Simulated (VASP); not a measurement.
# TiO2 (I4_1/amd) in VASP: notebook

Aim: see how the results for TiO2 move with the level of theory and the settings. Levels: PBEsol+U, RPBE+D4. Tasks: single point.

All numbers are computed with VASP 6.6.1; they aren't measurements. Logs are shortened: lines on timing, memory, paths and dates and some standing lists are left out, and cuts for length are marked.

### Step 1. The cell of the first run

It takes space group I4_1/amd (No. 141, tetragonal). The conventional cell has a = 3.811 Å, b = 3.811 Å, c = 9.730 Å, α = 90.00°, β = 90.00°, γ = 90.00°. Ti (site symmetry -4m2) has 6 O at 1.96 to 1.99 Å within 2.6 Å. O (site symmetry 2mm) has 3 Ti at 1.96 to 1.99 Å and 2 O at 2.46 Å within 2.6 Å.

### Step 2. Single point, PBEsol+U

File INCAR:

```
SYSTEM = TiO2
PREC = Accurate
ENCUT = 520
EDIFF = 1E-6
ISMEAR = -1
SIGMA = 0.05
LREAL = .FALSE.
LASPH = .TRUE.
NELM = 150
ALGO = Normal
ISIF = 2
LWAVE = .FALSE.
LCHARG = .FALSE.
LMAXMIX = 4
LDAU = .TRUE.
LDAUTYPE = 2
LDAUL = 2 -1
LDAUU = 8 0
LDAUJ = 0 0
LDAUPRINT = 1
GGA = PS
NBANDS = 33
```

File KPOINTS:

```
regular mesh
0
G
  10 10 10
  0 0 0
```

File POSCAR:

```
TiO2
1.0
   -1.9057294514      1.9057294514      4.8650312515
    1.9057294514     -1.9057294514      4.8650312515
    1.9057294514      1.9057294514     -4.8650312515
Ti O
2 4
Direct
    0.7500000000      0.2500000000      0.5000000000
    0.0000000000      0.0000000000      0.0000000000
    0.7950281152      0.7950281152      0.0000000000
    0.5450281152      0.0450281152      0.5000000000
    0.9549718848      0.4549718848      0.5000000000
    0.2049718848      0.2049718848      0.0000000000
```

Potentials or basis: VASP PAW PBE potentials, release 64 (Ti_sv, O).

Run with:

```sh
$ cat potpaw_PBE.64/Ti_sv/POTCAR potpaw_PBE.64/O/POTCAR > POTCAR
$ mpirun -np 1 vasp_std > vasp.out
```

OUTCAR:

```text
SYSTEM = TiO2
   PREC = Accurate
   ENCUT = 520
   EDIFF = 1E-6
   ISMEAR = -1
   LREAL = .FALSE.
   LASPH = .TRUE.
   NELM = 150
   ISIF = 2
   GGA = PS

 ion  position               nearest neighbor table
   1  0.750  0.250  0.500-   3 1.96   6 1.96   3 1.96   6 1.96   5 1.99   4 1.99
   2  0.000  0.000  0.000-   4 1.96   5 1.96   4 1.96   5 1.96   3 1.99   6 1.99
   3  0.795  0.795  0.000-   1 1.96   1 1.96   2 1.99
   4  0.545  0.045  0.500-   2 1.96   2 1.96   1 1.99
   5  0.955  0.455  0.500-   2 1.96   2 1.96   1 1.99
   6  0.205  0.205  0.000-   1 1.96   1 1.96   2 1.99

  LATTYP: Found a body centered tetragonal cell.
 ALAT       =     3.8114589028
 C/A-ratio  =     2.5528446590

  Lattice vectors:

 A1 = (  -1.9057294514,   1.9057294514,   4.8650312515)
 A2 = (   1.9057294514,  -1.9057294514,   4.8650312515)
 A3 = (   1.9057294514,   1.9057294514,  -4.8650312515)

Analysis of symmetry for initial positions (statically):
=====================================================================
 Subroutine PRICEL returns:
 Original cell was already a primitive cell.

 Routine SETGRP: Setting up the symmetry group for a
 body centered tetragonal supercell.

 Subroutine GETGRP returns: Found 16 space group operations
 (whereof  8 operations were pure point group operations)
 out of a pool of 16 trial point group operations.

The static configuration has the point symmetry D_2d.
 The point group associated with its full space group is D_4h.

Analysis of symmetry for dynamics (positions and initial velocities):
=====================================================================
 Subroutine PRICEL returns:
 Original cell was already a primitive cell.

 Routine SETGRP: Setting up the symmetry group for a
 body centered tetragonal supercell.

 Subroutine GETGRP returns: Found 16 space group operations
 (whereof  8 operations were pure point group operations)
 out of a pool of 16 trial point group operations.

The dynamic configuration has the point symmetry D_2d.
[... 196 lines left out ...]

  0.0858 -0.0000 -0.0000 -0.0000 -0.0000
 -0.0000  0.0849 -0.0000  0.0000 -0.0000
 -0.0000 -0.0000  0.2392 -0.0000  0.0000
 -0.0000  0.0000 -0.0000  0.0849  0.0000
 -0.0000 -0.0000  0.0000  0.0000  0.2374

 occupancies and eigenvectors

  o =  0.0849  v =  0.0000 -0.7532 -0.0000  0.6577  0.0000  0.0000  0.0000  0.0000  0.0000  0.0000      0.0000  0.0000  0.0000  0.0000  0.0000  0.0000  0.0000  0.0000  0.0000  0.0000
  o =  0.0849  v =  0.0000  0.0000  0.0000  0.0000  0.0000  0.0000 -0.7532 -0.0000  0.6577  0.0000      0.0000  0.0000  0.0000  0.0000  0.0000  0.0000  0.0000  0.0000  0.0000  0.0000
  o =  0.0849  v =  0.0000  0.0000  0.0000  0.0000  0.0000  0.0000 -0.6577  0.0000 -0.7532 -0.0000      0.0000  0.0000  0.0000  0.0000  0.0000  0.0000  0.0000  0.0000  0.0000  0.0000
  o =  0.0849  v =  0.0000 -0.6577  0.0000 -0.7532 -0.0000  0.0000  0.0000  0.0000  0.0000  0.0000      0.0000  0.0000  0.0000  0.0000  0.0000  0.0000  0.0000  0.0000  0.0000  0.0000
  o =  0.0858  v =  0.0000  0.0000  0.0000  0.0000  0.0000  1.0000  0.0000  0.0000  0.0000  0.0000      0.0000  0.0000  0.0000  0.0000  0.0000  0.0000  0.0000  0.0000  0.0000  0.0000
  o =  0.0858  v =  1.0000  0.0000  0.0000  0.0000  0.0000  0.0000  0.0000  0.0000  0.0000  0.0000      0.0000  0.0000  0.0000  0.0000  0.0000  0.0000  0.0000  0.0000  0.0000  0.0000
  o =  0.2374  v =  0.0000 -0.0000 -0.0000  0.0000  1.0000  0.0000  0.0000  0.0000  0.0000  0.0000      0.0000  0.0000  0.0000  0.0000  0.0000  0.0000  0.0000  0.0000  0.0000  0.0000
  o =  0.2374  v =  0.0000  0.0000  0.0000  0.0000  0.0000  0.0000 -0.0000 -0.0000  0.0000  1.0000      0.0000  0.0000  0.0000  0.0000  0.0000  0.0000  0.0000  0.0000  0.0000  0.0000
  o =  0.2392  v =  0.0000  0.0000  0.0000  0.0000  0.0000  0.0000  0.0000 -1.0000 -0.0000 -0.0000      0.0000  0.0000  0.0000  0.0000  0.0000  0.0000  0.0000  0.0000  0.0000  0.0000
  o =  0.2392  v =  0.0000  0.0000 -1.0000 -0.0000 -0.0000  0.0000  0.0000  0.0000  0.0000  0.0000      0.0000  0.0000  0.0000  0.0000  0.0000  0.0000  0.0000  0.0000  0.0000  0.0000

 number of electron      47.9999998 magnetization

 Free energy of the ion-electron system (eV)
  ---------------------------------------------------
  ext. energy  EPLUGINS =         0.00000000
  ---------------------------------------------------
  free energy    TOTEN  =       -45.76301035 eV

  energy without entropy =      -45.76301035  energy(sigma->0) =      -45.76301035

 E-fermi :   4.5969     XC(G=0): -10.8482

 val. band max:        3.3995653903   @ k =  -0.4000   0.4000   0.0000
 cond. band min:       6.7168923146   @ k =   0.0000   0.0000   0.0000
 fundamental gap:      3.3173269243
 Fermi energy:         4.5969154303

 k-point     1 :       0.0000    0.0000    0.0000
  band No.  band energies     occupation
      1     -54.7989      2.00000
      2     -54.7527      2.00000
      3     -31.2239      2.00000
      4     -31.0260      2.00000
      5     -31.0260      2.00000
      6     -30.9706      2.00000
[... 853 lines left out ...]
     32       9.8516      0.00000
     33      10.6335      0.00000

 [... further k-points ...]

------------------------ aborting loop because EDIFF is reached ----------------------------------------

  FORCE on cell =-STRESS in cart. coord.  units (eV):
  Direction    XX          YY          ZZ          XY          YZ          ZX
  --------------------------------------------------------------------------------------
  -------------------------------------------------------------------------------------
  Total        3.5309908      3.5309908      3.0151924      0.0000000      0.0000000      0.0000000
  in kB       80.0458929     80.0458929     68.3529876      0.0000000      0.0000000      0.0000000
  external PRESSURE =      76.1482578 kB  Pullay stress =       0.0000000 kB

 VOLUME and BASIS-vectors are now :
 -----------------------------------------------------------------------------
  energy-cutoff  :      520.00
  volume of cell :       70.68
      direct lattice vectors                 reciprocal lattice vectors
    -1.905729451  1.905729451  4.865031251     0.000000000  0.262366728  0.102774263
     1.905729451 -1.905729451  4.865031251     0.262366728  0.000000000  0.102774263
     1.905729451  1.905729451 -4.865031251     0.262366728  0.262366728  0.000000000

 POSITION                                       TOTAL-FORCE (eV/Angst)
 -----------------------------------------------------------------------------------
      0.00000      1.90573      2.43252         0.000000      0.000000     -0.000000
      0.00000      0.00000      0.00000         0.000000      0.000000     -0.000000
      0.00000      0.00000      7.73567        -0.000000     -0.000000     -0.302019
      0.00000      1.90573      0.43813         0.000000      0.000000     -0.302019
      0.00000      1.90573      4.42690        -0.000000     -0.000000      0.302019
      0.00000      0.00000      1.99439        -0.000000     -0.000000      0.302019
 -----------------------------------------------------------------------------------
    total drift:                               -0.000000     -0.000000     -0.000000

  FREE ENERGIE OF THE ION-ELECTRON SYSTEM (eV)
  ---------------------------------------------------
  free  energy   TOTEN  =       -45.7630103506 eV

  energy  without entropy=      -45.7630103506  energy(sigma->0) =      -45.76301035
```

stdout:

```text
POSCAR found type information on POSCAR TiO
 POSCAR found :  2 types and       6 ions
 scaLAPACK will be used
 -----------------------------------------------------------------------------
|                                                                             |
|                                                                             |
|     You enforced a specific xc type in the INCAR file but a different       |
|     I HOPE YOU KNOW WHAT YOU ARE DOING!                                     |
|                                                                             |
 -----------------------------------------------------------------------------

 LDA part: xc-table for (Slater+PW92), standard interpolation
 POSCAR, INCAR and KPOINTS ok, starting setup
 FFT: planning ... GRIDC
 FFT: planning ... GRID_SOFT
 FFT: planning ... GRID
 WAVECAR not read
 entering main loop
```

Wall time 6.1 min (1 thread of AMD EPYC 7R13 (Zen 3), shared host); peak memory 0.35 GiB.

What came out:

* Free energy: -45.7630 eV
* Pressure: 7.6 GPa
* Largest force: 0.302 eV/Å
* Band gap on the k mesh: 3.32 eV (least direct gap 3.63 eV)

Forces on the atoms (eV/Å):
```
Ti   0.000  0.000  0.000
Ti   0.000  0.000  0.000
O    0.000  0.000 -0.302
O    0.000  0.000 -0.302
O    0.000  0.000  0.302
O    0.000  0.000  0.302
```

Levels at points of the mesh, in eV from the valence-band top:
```csv
k point,band 22,band 23,band 24,band 25,band 26,band 27
"(0.00, 0.00, 0.00)",-0.72,-0.39,-0.39,3.32,4.09,5.00
"(0.50, 0.00, 0.00)",-0.91,-0.86,-0.72,4.35,4.40,4.60
"(0.50, 0.50, 0.00)",-1.93,-0.06,-0.06,4.36,4.36,4.74
"(0.50, 0.50, 0.50)",-1.26,-0.11,-0.11,3.69,3.69,4.95
```

Eigenvalues of the final occupation matrices:
| site | spin | trace | eigenvalues |
| --- | --- | --- | --- |
| site 1 d | 1 | 0.73 | 0.08 0.08 0.09 0.24 0.24 |
| site 1 d | 2 | 0.73 | 0.08 0.08 0.09 0.24 0.24 |
| site 2 d | 1 | 0.73 | 0.08 0.08 0.09 0.24 0.24 |
| site 2 d | 2 | 0.73 | 0.08 0.08 0.09 0.24 0.24 |

Caveat: the cell stands under pressure; the PAW data sets were made with another functional, which shifts forces and pressure a little.

### Step 3. Single point, RPBE+D4

This run uses another cell than the first one, of 11.42 Å³/atom.

File INCAR:

```
PREC     = Accurate       # precision mode
ENCUT    = 520            # plane-wave cutoff, eV
EDIFF    = 1E-7           # SCF threshold, eV
ISMEAR   = -1             # smearing method
SIGMA    = 0.05           # smearing width, eV
LREAL    = False          # projectors in reciprocal space
LASPH    = True           # aspherical terms in the spheres
NELM     = 100            # most SCF steps
ALGO     = Normal         # electronic algorithm
ISIF     = 2              # what is computed and relaxed
LWAVE    = False          # write WAVECAR
LCHARG   = False          # write CHGCAR
GGA      = RP             # functional
IVDW     = 13             # dispersion correction
NBANDS   = 33             # bands
```

File KPOINTS:

```
Automatic mesh
0
Gamma
  10 10 10
```

File POSCAR:

```
TiO2
1.0
   -1.8934245766      1.8934245766      4.7792168305
    1.8934245766     -1.8934245766      4.7792168305
    1.8934245766      1.8934245766     -4.7792168305
Ti O
2 4
Direct
    0.7500000000      0.2500000000      0.5000000000
    0.0000000000      0.0000000000      0.0000000000
    0.7915113058      0.7915113058      0.0000000000
    0.5415113058      0.0415113058      0.5000000000
    0.9584886942      0.4584886942      0.5000000000
    0.2084886942      0.2084886942      0.0000000000
```

Potentials or basis: VASP PAW PBE potentials, release 64 (Ti_sv, O).

Run with:

```sh
$ cat potpaw_PBE.64/Ti_sv/POTCAR potpaw_PBE.64/O/POTCAR > POTCAR
$ mpirun -np 1 vasp_std > vasp.out
```

OUTCAR:

```text
PREC = Accurate
   ENCUT = 520
   EDIFF = 1E-7
   ISMEAR = -1
   LREAL = False
   LASPH = True
   NELM = 100
   ISIF = 2
   GGA = RP
   IVDW = 13

 ion  position               nearest neighbor table
   1  0.750  0.250  0.500-   3 1.93   6 1.93   3 1.93   6 1.93   5 1.99   4 1.99
   2  0.000  0.000  0.000-   4 1.93   5 1.93   4 1.93   5 1.93   3 1.99   6 1.99
   3  0.792  0.792  0.000-   1 1.93   1 1.93   2 1.99
   4  0.542  0.042  0.500-   2 1.93   2 1.93   1 1.99
   5  0.958  0.458  0.500-   2 1.93   2 1.93   1 1.99
   6  0.208  0.208  0.000-   1 1.93   1 1.93   2 1.99

  LATTYP: Found a body centered tetragonal cell.
 ALAT       =     3.7868491532
 C/A-ratio  =     2.5241125998

  Lattice vectors:

 A1 = (  -1.8934245766,   1.8934245766,   4.7792168305)
 A2 = (   1.8934245766,  -1.8934245766,   4.7792168305)
 A3 = (   1.8934245766,   1.8934245766,  -4.7792168305)

Analysis of symmetry for initial positions (statically):
=====================================================================
 Subroutine PRICEL returns:
 Original cell was already a primitive cell.

 Routine SETGRP: Setting up the symmetry group for a
 body centered tetragonal supercell.

 Subroutine GETGRP returns: Found 16 space group operations
 (whereof  8 operations were pure point group operations)
 out of a pool of 16 trial point group operations.

The static configuration has the point symmetry D_2d.
 The point group associated with its full space group is D_4h.

Analysis of symmetry for dynamics (positions and initial velocities):
=====================================================================
 Subroutine PRICEL returns:
 Original cell was already a primitive cell.

 Routine SETGRP: Setting up the symmetry group for a
 body centered tetragonal supercell.

[... 132 lines left out ...]
     AMIX     =   0.40;   BMIX     =  1.00
     AMIX_MAG =   1.60;   BMIX_MAG =  1.00
  volume/ion in A,a.u.               =      11.42        77.08
  Fermi-wavevector in a.u.,A,eV,Ry     =   1.453844  2.747366 28.758103  2.113661
  Thomas-Fermi vector in A             =   2.571063
   LORBIT       =      0    0 simple, 1 ext, 2 COOP (PROOUT), +10 PAW based schemes
   GGA     = RP    functional components
   LHFCALC =     F    Hartree Fock is set to
   AEXX    =    0.0000 exact exchange contribution
   IVDW    =    13    specifies the selected vdW correction
   LEPSILON=     F    determine dielectric tensor
   LRPA    =     F    only Hartree local field effects (RPA)
 non-spin polarized calculation
  energy-cutoff  :      520.00
  volume of cell :       68.54
 maximum number of plane-waves:      1861
 NGX is ok and might be reduce to    42
   NGX = 21   NGY = 21   NGZ = 21

 number of electron      47.9999990 magnetization

 Free energy of the ion-electron system (eV)
  ---------------------------------------------------
  ext. energy  EPLUGINS =         0.00000000
  ---------------------------------------------------
  free energy    TOTEN  =       -51.39759915 eV

  energy without entropy =      -51.39759915  energy(sigma->0) =      -51.39759915

 E-fermi :   4.5610     XC(G=0): -10.4010

 val. band max:        3.5071173987   @ k =  -0.4000   0.4000   0.0000
 cond. band min:       5.6418141286   @ k =   0.0000   0.0000   0.0000
 fundamental gap:      2.1346967299
 Fermi energy:         4.5609876925

 k-point     1 :       0.0000    0.0000    0.0000
  band No.  band energies     occupation
      1     -53.0657      2.00000
      2     -53.0087      2.00000
      3     -29.4414      2.00000
      4     -29.2137      2.00000
      5     -29.2137      2.00000
      6     -29.1455      2.00000
[... 853 lines left out ...]
     32       9.9496      0.00000
     33      10.8483      0.00000

 [... further k-points ...]

------------------------ aborting loop because EDIFF is reached ----------------------------------------

  DFT-D4 for vdW energy calculation

  Edisp (eV):   -2.38542

  FORCE on cell =-STRESS in cart. coord.  units (eV):
  Direction    XX          YY          ZZ          XY          YZ          ZX
  --------------------------------------------------------------------------------------
  -------------------------------------------------------------------------------------
  Total       0.25789     0.25789     0.30892     0.00000     0.00000     0.00000
  in kB       6.02873     6.02873     7.22175     0.00000     0.00000     0.00000
  external pressure =        6.43 kB  Pullay stress =        0.00 kB

 VOLUME and BASIS-vectors are now :
 -----------------------------------------------------------------------------
  energy-cutoff  :      520.00
  volume of cell :       68.54
      direct lattice vectors                 reciprocal lattice vectors
    -1.893424577  1.893424577  4.779216831     0.000000000  0.264071781  0.104619652
     1.893424577 -1.893424577  4.779216831     0.264071781  0.000000000  0.104619652
     1.893424577  1.893424577 -4.779216831     0.264071781  0.264071781  0.000000000

 POSITION                                       TOTAL-FORCE (eV/Angst)
 -----------------------------------------------------------------------------------
      0.00000      1.89342      2.38961         0.000000      0.000000     -0.000000
      0.00000      0.00000      0.00000         0.000000      0.000000     -0.000000
      0.00000      0.00000      7.56561         0.000000     -0.000000     -0.019001
      0.00000      1.89342      0.39678        -0.000000      0.000000     -0.019001
      0.00000      1.89342      4.38243        -0.000000      0.000000      0.019001
      0.00000      0.00000      1.99283         0.000000     -0.000000      0.019001
 -----------------------------------------------------------------------------------
    total drift:                               -0.000000     -0.000000     -0.000000

  FREE ENERGIE OF THE ION-ELECTRON SYSTEM (eV)
  ---------------------------------------------------
  free  energy   TOTEN  =       -53.7830162802 eV

  energy  without entropy=      -53.7830162802  energy(sigma->0) =      -53.78301628
```

stdout:

```text
POSCAR found type information on POSCAR TiO
 POSCAR found :  2 types and       6 ions
 scaLAPACK will be used
 -----------------------------------------------------------------------------
|                                                                             |
|                                                                             |
|     You enforced a specific xc type in the INCAR file but a different       |
|     I HOPE YOU KNOW WHAT YOU ARE DOING!                                     |
|                                                                             |
 -----------------------------------------------------------------------------

 LDA part: xc-table for (Slater+PW92), standard interpolation
 POSCAR, INCAR and KPOINTS ok, starting setup
 FFT: planning ... GRIDC
 FFT: planning ... GRID_SOFT
 FFT: planning ... GRID
 WAVECAR not read
 entering main loop
```

It took 11 min on 1 thread of Intel Xeon 8259CL, shared host; peak memory 0.37 GiB.

What came out:

* Free energy: -53.7830 eV
* Pressure: 0.6 GPa
* Largest force: 0.019 eV/Å
* Band gap on the k mesh: 2.13 eV (least direct gap 2.47 eV)
* Dispersion energy per atom: -0.398 eV

Forces in eV/Å, atoms in the order of the input:
```
Ti   0.000  0.000  0.000
Ti   0.000  0.000  0.000
O    0.000  0.000 -0.019
O    0.000  0.000 -0.019
O    0.000  0.000  0.019
O    0.000  0.000  0.019
```

Caveat: the PAW data sets were made with another functional, which shifts forces and pressure a little.
